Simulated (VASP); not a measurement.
HfO2:

```xyz
3
Lattice="0.0000 2.5575 2.5575 2.5575 0.0000 2.5575 2.5575 2.5575 0.0000" Properties=species:S:1:pos:R:3 pbc="T T T"
Hf    0.0000    0.0000    0.0000
O     3.8363    3.8363    3.8363
O     1.2788    1.2788    1.2788
```

| Item | Value |
| --- | --- |
| Program | VASP 6.6.1 |
| Task | relaxation of cell and atoms |
| Functional | PBEsol |
| Dispersion | D3(BJ) |
| Potentials or basis | VASP PAW PBE potentials, release 64 (Hf_pv, O) |
| Cutoff | 600 eV |
| k mesh | 9 × 9 × 9 |
| Occupations | fermi-dirac, width 0.05 eV |
| Spin | no spin polarisation |

At the start: pressure -17.0 GPa; volume 11.15 Å³/atom.

Q: How do energy, volume and symmetry change on relaxing?

A: Over 4 steps the energy falls by 42.7 meV/atom and the volume is 10.40 Å³/atom (-6.8 %); space group Fm-3m (No. 225, to 0.05 Å).

Step by step:
| step | energy change (eV) | largest force (eV/Å) | pressure (GPa) | volume (Å³) |
| --- | --- | --- | --- | --- |
| 1 | 0.0000 | 0.0000 | -16.96 | 33.46 |
| 2 | 0.2023 | 0.0000 | 37.20 | 28.06 |
| 3 | -0.1280 | 0.0000 | -0.58 | 31.25 |
| 4 | -0.1281 | 0.0000 | -0.06 | 31.19 |

Final structure:
```xyz
3
Lattice="0.0000 2.4984 2.4984 2.4984 0.0000 2.4984 2.4984 2.4984 0.0000" Properties=species:S:1:pos:R:3 pbc="T T T"
Hf    2.4984    0.0000    2.4984
O     3.7476    3.7476    3.7476
O     1.2492    1.2492    1.2492
```

Caveat: the PAW data sets were made with another functional, which shifts forces and pressure a little.
